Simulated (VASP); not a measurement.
Input of a VASP 6.6.1 run:

File INCAR:

```
ALGO = Normal ; EDIFF = 1E-6
ENCUT = 520 ; GGA = PE
ISIF = 2 ; ISMEAR = -1
LASPH = True ; LCHARG = True
LELF = True ; LREAL = False
LVHAR = True ; LWAVE = False
NBANDS = 16 ; NELM = 80
PREC = Accurate ; SIGMA = 0.02
```

The input KPOINTS:

```
k-points
0
Gamma
  8 8 8
```

File POSCAR:

```
CdS
1.0
    0.0000000000      2.9628947234      2.9628947234
    2.9628947234      0.0000000000      2.9628947234
    2.9628947234      2.9628947234      0.0000000000
Cd S
1 1
Direct
    0.0000000000      0.0000000000      0.0000000000
    0.2500000000      0.2500000000      0.2500000000
```

Potentials or basis: VASP PAW PBE potentials, release 64 (Cd, S).

Launch:

```console
$ cat potpaw_PBE.64/Cd/POTCAR potpaw_PBE.64/S/POTCAR > POTCAR
$ mpirun -np 1 vasp_std > vasp.out
```

Task: Predict the pressure.

Result: 0.3 GPa.

Task: Estimate the band gap on the k mesh.

Result: 1.04 eV, direct.
